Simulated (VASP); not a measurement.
Runs of VASP 6.6.1 on Os2Rh. The structure is that of space group Fd-3m (No. 227), or close to it. The cells are those of the table. 

```tsv
task	cell	k mesh	cutoff (eV)	gap on the mesh (eV)	pressure (GPa)
single point	a = 4.829 Å, angles 60.0°, 6 atoms	4 × 4 × 4	520	none	65.1
single point	a = 5.087 Å, angles 60.0°, 6 atoms	10 × 10 × 10	520	none	0.1
relaxation of cell and atoms	relaxed from a = 4.829 Å, angles 60.0°, 6 atoms	4 × 4 × 4	600	none	0.1
single point	a = 5.083 Å, angles 60.0°, 6 atoms	4 × 4 × 4	520	none	(a)
```

Alike in all rows: level PBE; potentials or basis VASP PAW PBE potentials, release 64 (Os, Rh_pv); no spin polarisation; smearing gaussian 0.1 eV.

Task: Fill in the values left out.

Result: (a) 0.2.

Caveats: some runs use coarse meshes; spin-orbit coupling is left out, which moves the levels of the heavy elements.

A k mesh can miss the band edges, and the runs leave out spin-orbit coupling on Os, Rh.

A gap of «none» marks levels without a gap at the run's occupations.
